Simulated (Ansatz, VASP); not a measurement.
**Two plane-wave programs on YIn15O24**

```xyz
40
Lattice="-5.4870 -3.1679 4.8367 5.4870 -3.1679 4.8367 0.0000 6.3358 4.8367" Properties=species:S:1:pos:R:3 pbc="T T T"
Y     0.0000    0.0000    5.2377
In   -0.0046   -3.1651   10.0342
In   -2.7388    1.5866   10.0342
In    2.7434    1.5785   10.0342
In    0.0000    0.0000    2.0498
In    0.0084   -3.1879    6.9117
In   -2.7650    1.5867    6.9117
In    2.7566    1.6012    6.9117
In    0.0000    0.0000    9.3263
In    0.0029    3.1871    4.4746
In    2.7587   -1.5961    4.4746
In   -2.7615   -1.5910    4.4746
In    0.0000    0.0000   12.4527
In   -0.0004    3.1781    7.6052
In    2.7525   -1.5887    7.6052
In   -2.7521   -1.5894    7.6052
O    -1.1141    1.5792    8.4533
O     4.3618    1.5924    8.4662
O     1.6378   -0.0170    3.6030
O     1.6253   -3.1632    8.4777
O    -0.8105   -1.7545    8.4533
O    -0.8042    1.4269    3.6030
O     1.9268    2.9892    8.4777
O    -3.5600    2.9812    8.4662
O     1.9247    0.1753    8.4533
O    -3.5521    0.1740    8.4777
O    -0.8018   -4.5736    8.4662
O    -0.8336   -1.4099    3.6030
O     1.1548   -1.6393    6.0633
O    -4.3793   -1.5919    6.0356
O    -1.6160    0.0145   10.8909
O    -1.6268    3.1470    6.0287
O     0.8422    1.8198    6.0633
O     0.7954   -1.4067   10.8909
O    -1.9120   -2.9824    6.0287
O     3.5683   -2.9966    6.0356
O    -1.9971   -0.1805    6.0633
O     3.5388   -0.1647    6.0287
O     0.8110    4.5885    6.0356
O     0.8205    1.3922   10.8909
```

Alike in both runs: functional PBE; k mesh 3 × 3 × 3; occupations fermi-dirac, width 0.01 eV; no spin polarisation.

Ansatz relaxed the structure, and its values are those at the end. VASP's run is a single point on that final structure, the one shown.

|  | VASP | Ansatz |
| --- | --- | --- |
| version | VASP 6.6.1 | Ansatz 0.2.0 |
| potentials or method | VASP PAW PBE potentials, release 64 (Y_sv, In_d, O) | plane-wave PAW, scalar-relativistic |
| plane-wave cutoff (eV) | 520 | 420 |
| valence electrons in the cell | 350 | 350 |

```tsv
	VASP	Ansatz	Ansatz less VASP
gap on the k mesh at the Fermi level (eV)	1.56	1.56	+0.009
pressure (GPa)	10.2	9.7	-0.45
rms of the force components (eV/Å)	0.013	0.002	-0.0102
```

Ansatz's warnings: stress scf threshold loose.
